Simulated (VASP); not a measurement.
## Co: relaxation of shape and atoms at fixed volume with PBEsol

Co:

```
Co
1.0
     2.40648    0.00000    0.00000
    -1.20324    2.08407    0.00000
     0.00000    0.00000    3.88771
Co
2
Direct
  0.33333 0.66667 0.25000
  0.66667 0.33333 0.75000
```

```yaml
Program: VASP 6.6.1
Task: relaxation of shape and atoms at fixed volume
Functional: PBEsol
Potentials_or_basis: VASP PAW PBE potentials, release 64 (Co)
Cutoff: 600 eV
k_mesh: 18 × 18 × 10
Occupations: gaussian, width 0.1 eV
Spin: collinear spin, ferromagnetic start
Starting_moments: "[1.8, 1.8] μB"
Dipole_correction: no
Further_INCAR_settings: ALGO = Fast; EDIFF = 1e-07; IBRION = 2; EDIFFG = -0.01; NSW = 50; ISIF = 4
```

```
Energy gained by relaxing                             : 0.0 meV/atom
Ionic steps                                           : 2
Pressure after relaxing                               : 16.4 GPa
Net moment                                            : 3.06 μB per cell
Site moments                                          : Co +1.53 μB
Valence electrons inside the program's atomic spheres : Co 8.50
```

Final structure:
```cif
data_structure
_symmetry_space_group_name_H-M 'P 1'
_symmetry_Int_Tables_number 1
_cell_length_a 2.4072
_cell_length_b 2.4072
_cell_length_c 3.8854
_cell_angle_alpha 90.000
_cell_angle_beta 90.000
_cell_angle_gamma 120.000
_cell_volume 19.50
loop_
_atom_site_label
_atom_site_type_symbol
_atom_site_fract_x
_atom_site_fract_y
_atom_site_fract_z
_atom_site_occupancy
Co1 Co 0.33333 0.66667 0.25000 1
Co2 Co 0.66667 0.33333 0.75000 1
```

Levels at points of the mesh, in eV from the Fermi level:
Spin up:
```
           k point  band 8  band 9  band 10  band 11  band 12  band 13
(0.00, 0.00, 0.00)   -1.92   -1.92    -0.60    -0.60    -0.14     7.40
(0.50, 0.00, 0.00)   -0.46   -0.33    -0.28     1.65     3.90    10.57
(0.00, 0.00, 0.50)   -2.79   -0.97    -0.97    -0.97    -0.97    16.32
(0.50, 0.00, 0.50)   -0.94   -0.35    -0.35     1.78     1.78     8.29
```
Spin down:
```tsv
k point	band 5	band 6	band 7	band 8	band 9	band 10
(0.00, 0.00, 0.00)	-1.17	-0.74	-0.74	-0.26	-0.26	-0.10
(0.50, 0.00, 0.00)	-1.37	-1.22	-0.74	1.32	1.48	1.52
(0.00, 0.00, 0.50)	-1.25	-1.25	-1.25	-1.25	0.78	0.78
(0.50, 0.00, 0.50)	-0.13	-0.13	0.27	0.27	1.44	1.44
```

It took 86 s on 1 thread of Intel(R) Xeon(R) 6975P-C (Granite Rapids), on a shared host, peak memory 0.24 GiB.

Caveat: the PAW data sets were made with another functional, which shifts forces and pressure a little.
